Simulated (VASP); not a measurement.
Write the native input for VASP 6.6.1 that does the following.

```
Task                   : single point
Functional             : PBE
Potentials or basis    : VASP PAW PBE potentials, release 64 (Al)
Cutoff                 : 520 eV
k mesh                 : 10 × 10 × 7
Occupations            : fermi-dirac, width 0.05 eV
Spin                   : no spin polarisation
Dipole correction      : no
Further INCAR settings : ALGO = Normal; EDIFF = 1e-06; NBANDS = 14
```

The structure of Al lies in POSCAR:

```
Al
1.0
    3.7757770418      0.0000000000      0.0000000000
   -1.8878885209      3.2699188373      0.0000000000
    0.0000000000      0.0000000000      4.8760206718
Al
4
Direct
    0.0000000000      0.0000000000      0.0000000000
    0.0000000000      0.0000000000      0.5000000000
    0.3333333333      0.6666666667      0.2500000000
    0.6666666667      0.3333333333      0.7500000000
```

One way to write it, as run:

INCAR

```
PREC     = Accurate       # precision mode
ENCUT    = 520            # plane-wave cutoff, eV
EDIFF    = 1E-6           # SCF threshold, eV
ISMEAR   = -1             # smearing method
SIGMA    = 0.05           # smearing width, eV
LREAL    = F              # projectors in reciprocal space
LASPH    = T              # aspherical terms in the spheres
NELM     = 60             # most SCF steps
ALGO     = Normal         # electronic algorithm
ISIF     = 2              # what is computed and relaxed
LWAVE    = F              # write WAVECAR
LCHARG   = F              # write CHGCAR
GGA      = PE             # functional
NBANDS   = 14             # bands
```

KPOINTS

```
Automatic mesh
0
Gamma
  10 10 7
```

Potentials or basis: VASP PAW PBE potentials, release 64 (Al).

The run is started by

```sh
$ cat potpaw_PBE.64/Al/POTCAR > POTCAR
$ mpirun -np 1 vasp_std > vasp.out
```

Results of the run:

The pressure is 31.9 GPa. The band gap on the k mesh is zero (band 6 reaches 10.15 eV, above the bottom of band 7 at 6.71 eV).

Wall time 22 s on 1 thread of Intel(R) Xeon(R) Platinum 8488C (Sapphire Rapids), on a shared host, peak memory 0.17 GiB.
